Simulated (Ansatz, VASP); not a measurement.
Al2H: VASP beside Ansatz

Contents of INCAR:

```
SYSTEM = Al2H
  ALGO = Normal
  EDIFF = 1E-6
  EDIFFG = -0.01
  ENCUT = 600
  GGA = PE
  IBRION = 2
  ISIF = 3
  ISMEAR = 0
  LASPH = .TRUE.
  LCHARG = .FALSE.
  LREAL = .FALSE.
  LWAVE = .FALSE.
  NELM = 100
  NSW = 100
  PREC = Accurate
  SIGMA = 0.1
```

Contents of KPOINTS:

```
k-points
0
G
  16 16 16
  0 0 0
```

File POSCAR:

```
Al2H
1.0
   -1.9268940558      1.9268940558      3.2067603281
    1.9268940558     -1.9268940558      3.2067603281
    1.9268940558      1.9268940558     -3.2067603281
Al H
2 1
Direct
    0.7321441543      0.7321441543      0.0000000000
    0.2678558457      0.2678558457      0.0000000000
    0.0000000000      0.0000000000      0.0000000000
```

Input for Ansatz:

```yaml
crystal:
  lattice:
    - [-1.9268940558, 1.9268940558, 3.2067603281]
    - [1.9268940558, -1.9268940558, 3.2067603281]
    - [1.9268940558, 1.9268940558, -3.2067603281]
  atoms:
    - { symbol: Al, position: [0.7321441543, 0.7321441543, 0.0] }
    - { symbol: Al, position: [0.2678558457, 0.2678558457, 0.0] }
    - { symbol: H, position: [0.0, 0.0, 0.0] }
basis:
  ecutwfc: 420
kpoints:
  mp_grid: { grid: [16, 16, 16] }
hamiltonian:
  xc: pbe
scf:
  occupations: { method: gaussian, width: 0.1 }
output:
  forces: true
  stress: true
  eigenvalues: true
relax:
  adjacent_minimum: "off"
  f_tol: 0.01
  max_steps: 80
  cell: { stress_tol: 0.05 }
```

Alike in both runs: task relaxation of cell and atoms; functional PBE; k mesh 16 × 16 × 16; occupations gaussian, width 0.1 eV; no spin polarisation.

|  | VASP | Ansatz |
| --- | --- | --- |
| version | VASP 6.6.1 | Ansatz 0.2.0 |
| potentials or method | VASP PAW PBE potentials, release 64 (Al, H), cutoff 600 eV | scalar-relativistic, plane waves, PAW |
| valence electrons in the cell | 7 | 7 |

Ansatz gave:

```
gap on the k mesh at the Fermi level, each at its own relaxed structure (eV) : none
relaxed volume (Å³/atom)                                                     : 18.74
relaxed cell length with the largest relative difference (Å)                 : 4.786
```

Q: Estimate VASP's values.

A: gap on the k mesh at the Fermi level, each at its own relaxed structure (eV): none; relaxed volume (Å³/atom): 18.72; relaxed cell length with the largest relative difference (Å): 4.781.

A gap of «none» marks a metal or a gap that the smearing closes.

Noted on VASP's run: the volume moved by over 15 % at a fixed basis, so the end points are rough.
